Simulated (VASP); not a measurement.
# Yb (Im-3m) in VASP: notebook, part 2 of 2

VASP 6.6.1. The steps go on from the part before.

## (5) Single point, revPBE (volume scaled by 1.12)

Contents of INCAR:

```
SYSTEM = Yb
  PREC = Accurate
  ENCUT = 520
  EDIFF = 1E-6
  ISMEAR = -1
  SIGMA = 0.1
  LREAL = .FALSE.
  LASPH = .TRUE.
  NELM = 60
  ALGO = Normal
  ISIF = 2
  LWAVE = .FALSE.
  LCHARG = .TRUE.
  GGA = RE
  LELF = .TRUE.
  LVHAR = .TRUE.
  NBANDS = 18
```

Contents of KPOINTS:

```
Automatic mesh
0
G
  12 12 12
  0 0 0
```

Contents of POSCAR:

```
Yb
1.0
   -2.1777016510      2.1777016510      2.1777016510
    2.1777016510     -2.1777016510      2.1777016510
    2.1777016510      2.1777016510     -2.1777016510
Yb
1
Direct
    0.0000000000      0.0000000000      0.0000000000
```

On the command line:

```bash
cat potpaw_PBE.64/Yb/POTCAR > POTCAR
mpirun -np 1 vasp_std > vasp.out
```

Run time: 4.4 min. Hardware: 1 thread of AMD EPYC 7R13 (Zen 3), shared host; peak memory 0.17 GiB.

Results (log left out):

* Free energy: -3.3399 eV
* Pressure: -1.5 GPa
* Band gap on the k mesh: zero (band 12 reaches 1.58 eV, above the bottom of band 13 at 0.98 eV)

Levels at points of the mesh, in eV from the Fermi level:
| k point | band 9 | band 10 | band 11 | band 12 | band 13 | band 14 | band 15 | band 16 |
| --- | --- | --- | --- | --- | --- | --- | --- | --- |
| (0.00, 0.00, 0.00) | -0.47 | -0.47 | -0.47 | -0.44 | 2.76 | 2.76 | 2.76 | 4.42 |
| (0.50, 0.00, 0.00) | -0.49 | -0.48 | -0.47 | -0.46 | 0.25 | 1.34 | 4.08 | 5.04 |
| (0.50, 0.50, 0.50) | -0.46 | -0.46 | -0.46 | -0.29 | -0.29 | 4.39 | 4.39 | 4.39 |

Caveat: the PAW data sets were made with another functional, which shifts forces and pressure a little; spin-orbit coupling is left out, which moves the levels of the heavy elements. Spin polarisation is off, so any magnetic state and its effect on volume and gap are missing.

## (6) Single point, revPBE

Contents of INCAR:

```
PREC = Accurate ; ENCUT = 520
EDIFF = 1E-6 ; ISMEAR = -1
SIGMA = 0.1 ; LREAL = F
LASPH = T ; NELM = 60
ALGO = Normal ; ISIF = 2
LWAVE = F ; LCHARG = F
GGA = RE ; NBANDS = 18
```

Contents of KPOINTS:

```
Automatic mesh
0
Gamma
  17 17 17
```

Contents of POSCAR:

```
Yb
1.0
   -2.0969707508      2.0969707508      2.0969707508
    2.0969707508     -2.0969707508      2.0969707508
    2.0969707508      2.0969707508     -2.0969707508
Yb
1
Direct
    0.0000000000      0.0000000000      0.0000000000
```

Potentials or basis: VASP PAW PBE potentials, release 64 (Yb).

On the command line:

```bash
cat potpaw_PBE.64/Yb/POTCAR > POTCAR
mpirun -np 1 vasp_std > vasp.out
```

OUTCAR:

```text
PREC = Accurate
   ENCUT = 520
   EDIFF = 1E-6
   ISMEAR = -1
   LREAL = F
   LASPH = T
   NELM = 60
   ISIF = 2
   GGA = RE

 ion  position               nearest neighbor table
   1  0.000  0.000  0.000-

  LATTYP: Found a body centered cubic cell.
 ALAT       =     4.1939415016

  Lattice vectors:

 A1 = (  -2.0969707508,   2.0969707508,   2.0969707508)
 A2 = (   2.0969707508,  -2.0969707508,   2.0969707508)
 A3 = (   2.0969707508,   2.0969707508,  -2.0969707508)

Analysis of symmetry for initial positions (statically):
=====================================================================
 Subroutine PRICEL returns:
 Original cell was already a primitive cell.

 Routine SETGRP: Setting up the symmetry group for a
 body centered cubic supercell.

 Subroutine GETGRP returns: Found 48 space group operations
 (whereof 48 operations were pure point group operations)
 out of a pool of 48 trial point group operations.

The static configuration has the point symmetry O_h .

Analysis of symmetry for dynamics (positions and initial velocities):
[... 143 lines left out ...]
 maximum number of plane-waves:      1008
   NGX = 13   NGY = 13   NGZ = 13

 number of electron      23.9999998 magnetization

 Free energy of the ion-electron system (eV)
  ---------------------------------------------------
  ext. energy  EPLUGINS =         0.00000000
  ---------------------------------------------------
  free energy    TOTEN  =        -3.36862918 eV

  energy without entropy =       -3.28412627  energy(sigma->0) =       -3.32637772

 E-fermi :   1.6098     XC(G=0):  -9.2208

 val. band max:        1.5880617030   @ k =  -0.4706   0.4706   0.2941
 cond. band min:       1.6147594144   @ k =  -0.4118  -0.4118   0.1765
 fundamental gap:      0.0266977113
 Fermi energy:         1.6097751933

 k-point     1 :       0.0000    0.0000    0.0000
  band No.  band energies     occupation
      1     -50.2736      2.00000
      2     -22.4501      2.00000
      3     -22.4501      2.00000
      4     -22.4501      2.00000
      5      -3.5019      2.00000
      6       1.0323      1.99381
[... 481 lines left out ...]
      5      -1.5027      2.00000
      6       1.0372      1.99350
[... 10 lines left out ...]
     17       6.8526      0.00000
     18      10.8322      0.00000

 [... further k-points ...]
[... 5 lines left out ...]
  --------------------------------------------------------------------------------------
  -------------------------------------------------------------------------------------
  Total       -0.1076716     -0.1076716     -0.1076716     -0.0000000     -0.0000000      0.0000000
  in kB       -4.6770782     -4.6770782     -4.6770782     -0.0000000     -0.0000000      0.0000000
  external PRESSURE =      -4.6770782 kB  Pullay stress =       0.0000000 kB

 VOLUME and BASIS-vectors are now :
 -----------------------------------------------------------------------------
  energy-cutoff  :      520.00
  volume of cell :       36.88
      direct lattice vectors                 reciprocal lattice vectors
    -2.096970751  2.096970751  2.096970751     0.000000000  0.238439187  0.238439187
     2.096970751 -2.096970751  2.096970751     0.238439187  0.000000000  0.238439187
     2.096970751  2.096970751 -2.096970751     0.238439187  0.238439187  0.000000000

 POSITION                                       TOTAL-FORCE (eV/Angst)
 -----------------------------------------------------------------------------------
      0.00000      0.00000      0.00000        -0.000000     -0.000000     -0.000000
 -----------------------------------------------------------------------------------
    total drift:                                0.000000      0.000000      0.000000

  FREE ENERGIE OF THE ION-ELECTRON SYSTEM (eV)
  ---------------------------------------------------
  free  energy   TOTEN  =        -3.3686291794 eV

  energy  without entropy=       -3.2841262698  energy(sigma->0) =       -3.32637772
```

Run time: 7.8 min. Hardware: 1 thread of AMD EPYC 7R13 (Zen 3), shared host; peak memory 0.23 GiB.

Results:

```yaml
Free_energy: -3.3686 eV
Pressure: -0.5 GPa
Band_gap_on_the_k_mesh: zero (band 12 reaches 1.82 eV, above the bottom of band 13 at 1.21 eV)
```

Levels at points of the mesh, in eV from the Fermi level:
```tsv
k point	band 8	band 9	band 10	band 11	band 12	band 13	band 14	band 15	band 16	band 17
(0.00, 0.00, 0.00)	-0.58	-0.46	-0.46	-0.46	-0.43	2.88	2.88	2.88	4.71	4.71
```

Caveat: the PAW data sets were made with another functional, which shifts forces and pressure a little; spin-orbit coupling is left out, which moves the levels of the heavy elements. Spin polarisation is off, so any magnetic state and its effect on volume and gap are missing.

## (7) The runs side by side

| cell | k mesh | gap on the mesh (eV) | pressure (GPa) |
| --- | --- | --- | --- |
| a = 3.632 Å, angles 109.5°, 1 atom | 12 × 12 × 12 | none | -0.3 |
| a = 3.680 Å, angles 109.5°, 1 atom | 12 × 12 × 12 | none | -0.5 |
| a = 3.726 Å, angles 109.5°, 1 atom | 12 × 12 × 12 | none | -3.2 |
| a = 3.772 Å, angles 109.5°, 1 atom | 12 × 12 × 12 | none | -1.5 |
| a = 3.632 Å, angles 109.5°, 1 atom | 17 × 17 × 17 | none | -0.5 |

Alike in all rows: task single point; level revPBE; potentials or basis VASP PAW PBE potentials, release 64 (Yb); no spin polarisation; cutoff (eV) 520; smearing fermi-dirac 0.1 eV.

Caveats: the PAW data sets were made with another functional, which shifts forces and pressure a little; spin-orbit coupling is left out, which moves the levels of the heavy elements.

Absolute energies hang on the potentials; compare differences alone.
